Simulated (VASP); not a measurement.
# Li2Se (Fm-3m) in VASP: settings compared, part 2 of 2

VASP 6.6.1. The steps go on from the part before.

### Step 4. Single point, PBEsol (volume scaled by 0.96)

Input file INCAR:

```
PREC = Accurate
ENCUT = 750
EDIFF = 1E-6
ISMEAR = 0
SIGMA = 0.05
LREAL = F
LASPH = T
NELM = 120
ALGO = Normal
ISIF = 2
LWAVE = F
LCHARG = F
GGA = PS
NBANDS = 13
GGA_COMPAT = F
```

Input file KPOINTS:

```
Automatic mesh
0
Gamma
  8 8 8
```

Input file POSCAR:

```
Li2Se
1.0
    0.0000000000      2.9325581426      2.9325581426
    2.9325581426      0.0000000000      2.9325581426
    2.9325581426      2.9325581426      0.0000000000
Li Se
2 1
Direct
    0.2500000000      0.2500000000      0.2500000000
    0.7500000000      0.7500000000      0.7500000000
    0.0000000000      0.0000000000      0.0000000000
```

Potentials or basis: VASP PAW PBE potentials, release 64 (Li_sv, Se).

Started as:

```sh
$ cat potpaw_PBE.64/Li_sv/POTCAR potpaw_PBE.64/Se/POTCAR > POTCAR
$ mpirun -np 1 vasp_std > vasp.out
```

OUTCAR:

```text
PREC = Accurate
   ENCUT = 750
   EDIFF = 1E-6
   ISMEAR = 0
   LREAL = F
   LASPH = T
   NELM = 120
   ISIF = 2
   GGA = PS

 ion  position               nearest neighbor table
   1  0.250  0.250  0.250-   3 2.54   3 2.54   3 2.54   3 2.54
   2  0.750  0.750  0.750-   3 2.54   3 2.54   3 2.54   3 2.54
   3  0.000  0.000  0.000-   2 2.54   2 2.54   2 2.54   1 2.54   2 2.54   1 2.54   1 2.54   1 2.54

  LATTYP: Found a face centered cubic cell.
 ALAT       =     5.8651162852
[... 578 lines left out ...]

  FORCE on cell =-STRESS in cart. coord.  units (eV):
  Direction    XX          YY          ZZ          XY          YZ          ZX
  --------------------------------------------------------------------------------------
  -------------------------------------------------------------------------------------
  Total        0.4945389      0.4945389      0.4945389      0.0000000      0.0000000     -0.0000000
  in kB       15.7087331     15.7087331     15.7087331      0.0000000      0.0000000     -0.0000000
  external PRESSURE =      15.7087331 kB  Pullay stress =       0.0000000 kB

 VOLUME and BASIS-vectors are now :
 -----------------------------------------------------------------------------
  energy-cutoff  :      750.00
  volume of cell :       50.44
      direct lattice vectors                 reciprocal lattice vectors
     0.000000000  2.932558143  2.932558143    -0.170499603  0.170499603  0.170499603
     2.932558143  0.000000000  2.932558143     0.170499603 -0.170499603  0.170499603
     2.932558143  2.932558143  0.000000000     0.170499603  0.170499603 -0.170499603

 POSITION                                       TOTAL-FORCE (eV/Angst)
 -----------------------------------------------------------------------------------
      1.46628      1.46628      1.46628        -0.000000     -0.000000      0.000000
      4.39884      4.39884      4.39884         0.000000      0.000000     -0.000000
      0.00000      0.00000      0.00000         0.000000      0.000000      0.000000
 -----------------------------------------------------------------------------------
    total drift:                                0.000000     -0.000000      0.000000

  FREE ENERGIE OF THE ION-ELECTRON SYSTEM (eV)
  ---------------------------------------------------
  free  energy   TOTEN  =       -11.5488577844 eV

  energy  without entropy=      -11.5488577844  energy(sigma->0) =      -11.54885778
```

OSZICAR:

```text
N       E                     dE             d eps       ncg     rms          rms(c)
DAV:   1     0.514557084328E+02    0.51456E+02   -0.64281E+03   754   0.116E+03
DAV:   2    -0.411353402731E+01   -0.55569E+02   -0.52316E+02   897   0.220E+02
DAV:   3    -0.116354686214E+02   -0.75219E+01   -0.74764E+01  1437   0.488E+01
DAV:   4    -0.117489157219E+02   -0.11345E+00   -0.11342E+00   943   0.924E+00
DAV:   5    -0.117512633458E+02   -0.23476E-02   -0.23476E-02  1155   0.103E+00    0.281E+00
DAV:   6    -0.115720576441E+02    0.17921E+00   -0.21509E-01   960   0.183E+00    0.171E+00
DAV:   7    -0.115459900340E+02    0.26068E-01   -0.10367E-01  1068   0.142E+00    0.695E-01
DAV:   8    -0.115488616135E+02   -0.28716E-02   -0.14073E-02  1038   0.693E-01    0.243E-01
DAV:   9    -0.115487601989E+02    0.10141E-03   -0.30212E-04  1066   0.112E-01    0.165E-01
DAV:  10    -0.115488562404E+02   -0.96041E-04   -0.28422E-04   869   0.940E-02    0.589E-02
DAV:  11    -0.115488563806E+02   -0.14024E-06   -0.21326E-05  1185   0.327E-02    0.251E-02
DAV:  12    -0.115488579200E+02   -0.15394E-05   -0.47055E-06   930   0.122E-02    0.767E-03
DAV:  13    -0.115488577844E+02    0.13554E-06   -0.73175E-07   838   0.579E-03
   1 F= -.11548858E+02 E0= -.11548858E+02  d E =-.653718E-18
```

Run time: 63 s. Hardware: 1 thread of Intel Xeon Platinum 8259CL at 2.50GHz (Skylake/Cascade Lake), shared host; peak memory 0.25 GiB.

What came out:

```
Free energy            : -11.5489 eV
Pressure               : 1.6 GPa
Band gap on the k mesh : 2.77 eV, indirect (least direct gap 3.54 eV)
```

Levels at points of the mesh, in eV from the valence-band top:
```tsv
k point	band 4	band 5	band 6	band 7	band 8	band 9
(0.00, 0.00, 0.00)	0.00	0.00	0.00	3.54	5.59	5.59
(0.50, 0.00, 0.00)	-3.19	-0.59	-0.59	5.31	5.92	5.92
(0.50, 0.50, 0.00)	-2.47	-1.60	-1.60	2.77	6.31	10.69
```

Caveat: the cell differs from its parent crystal (volume scaled by 0.96); the PAW data sets were made with another functional, which shifts forces and pressure a little. A k mesh can miss the band edges.

### Step 5. Single point, PBE+D3(BJ)

This run uses another cell than the first one, of 17.78 Å³/atom, 1.062 times its volume.

Input file INCAR:

```
PREC = Accurate
ENCUT = 750
EDIFF = 1E-6
ISMEAR = 0
SIGMA = 0.05
LREAL = False
LASPH = True
NELM = 120
ALGO = Normal
ISIF = 2
LWAVE = False
LCHARG = False
GGA = PE
IVDW = 12
NBANDS = 13
GGA_COMPAT = False
```

KPOINTS is that of step 4.

Input file POSCAR:

```
Li2Se
1.0
    0.0000000000      2.9875518290      2.9875518290
    2.9875518290      0.0000000000      2.9875518290
    2.9875518290      2.9875518290      0.0000000000
Li Se
2 1
Direct
    0.2500000000      0.2500000000      0.2500000000
    0.7500000000      0.7500000000      0.7500000000
    0.0000000000      0.0000000000      0.0000000000
```

Started as:

```sh
$ cat potpaw_PBE.64/Li_sv/POTCAR potpaw_PBE.64/Se/POTCAR > POTCAR
$ mpirun -np 1 vasp_std > vasp.out
```

Wall time 58 s (1 thread of Intel Xeon Platinum 8259CL at 2.50GHz (Skylake/Cascade Lake), shared host); peak memory 0.25 GiB.

Results (log left out):

* Free energy: -11.9263 eV
* Pressure: -2.1 GPa
* Band gap on the k mesh: 2.96 eV, indirect (least direct gap 3.45 eV)
* Dispersion energy per atom: -0.266 eV

Levels at points of the mesh, in eV from the valence-band top:
```csv
k point,band 4,band 5,band 6,band 7,band 8,band 9
"(0.00, 0.00, 0.00)",0.00,0.00,0.00,3.45,5.63,5.63
"(0.50, 0.00, 0.00)",-2.95,-0.54,-0.54,5.16,5.97,5.97
"(0.50, 0.50, 0.00)",-2.31,-1.47,-1.47,2.96,6.20,10.41
```

Caveat: three body term missing.

### Step 6. Single point, PBE+D3(BJ) (volume scaled by 1.02)

Input file INCAR:

```
SYSTEM = Li2Se
  PREC = Accurate
  ENCUT = 750
  EDIFF = 1E-6
  ISMEAR = 0
  SIGMA = 0.05
  LREAL = .FALSE.
  LASPH = .TRUE.
  NELM = 120
  ALGO = Normal
  ISIF = 2
  LWAVE = .FALSE.
  LCHARG = .FALSE.
  GGA = PE
  IVDW = 12
  NBANDS = 13
  GGA_COMPAT = .FALSE.
```

Input file KPOINTS:

```
Automatic mesh
0
G
  8 8 8
  0 0 0
```

Input file POSCAR:

```
Li2Se
1.0
    0.0000000000      2.9572646128      2.9572646128
    2.9572646128      0.0000000000      2.9572646128
    2.9572646128      2.9572646128      0.0000000000
Li Se
2 1
Direct
    0.2500000000      0.2500000000      0.2500000000
    0.7500000000      0.7500000000      0.7500000000
    0.0000000000      0.0000000000      0.0000000000
```

Potentials or basis: VASP PAW PBE potentials, release 64 (Li_sv, Se).

Started as:

```sh
$ cat potpaw_PBE.64/Li_sv/POTCAR potpaw_PBE.64/Se/POTCAR > POTCAR
$ mpirun -np 1 vasp_std > vasp.out
```

Run time: 58 s. Hardware: 1 thread of Intel Xeon Platinum 8259CL at 2.50GHz (Skylake/Cascade Lake), shared host; peak memory 0.25 GiB.

It converged, with:

| Quantity | Value |
| --- | --- |
| Free energy | -11.9420 eV |
| Pressure | -1.1 GPa |
| Band gap on the k mesh | 2.94 eV, indirect (least direct gap 3.58 eV) |
| Dispersion energy per atom | -0.275 eV |

Levels at points of the mesh, in eV from the valence-band top:
```
           k point  band 2  band 3  band 4  band 5  band 6  band 7  band 8  band 9  band 10  band 11
(0.00, 0.00, 0.00)  -44.61  -11.51    0.00    0.00    0.00    3.58    5.64    5.64     5.64    10.72
(0.50, 0.00, 0.00)  -44.62  -11.11   -3.06   -0.56   -0.56    5.29    5.98    5.98     8.14    11.77
(0.50, 0.50, 0.00)  -44.62  -10.99   -2.38   -1.53   -1.53    2.94    6.28   10.62    10.62    11.88
```

Caveat: the cell differs from its parent crystal (volume scaled by 1.02); three body term missing. A k mesh can miss the band edges.

### Step 7. The runs side by side

```csv
level,cell,gap on the mesh (eV),pressure (GPa)
PBE+D4,"a = 4.141 Å, angles 60.0°, 3 atoms",2.91,1.5
PBEsol,"a = 4.176 Å, angles 60.0°, 3 atoms",2.79,0.7
PBEsol,"a = 4.147 Å, angles 60.0°, 3 atoms",2.77,1.6
PBE+D3(BJ),"a = 4.225 Å, angles 60.0°, 3 atoms",2.96,-2.1
PBE+D3(BJ),"a = 4.182 Å, angles 60.0°, 3 atoms",2.94,-1.1
```

Alike in all rows: task single point; potentials or basis VASP PAW PBE potentials, release 64 (Li_sv, Se); no spin polarisation; k mesh 8 × 8 × 8; cutoff (eV) 750; smearing gaussian 0.05 eV.

Caveats: the PAW data sets were made with another functional, which shifts forces and pressure a little (some runs); three body term missing (some runs).

Total energies depend on the potentials used, so only differences within one code and one set of settings carry meaning.
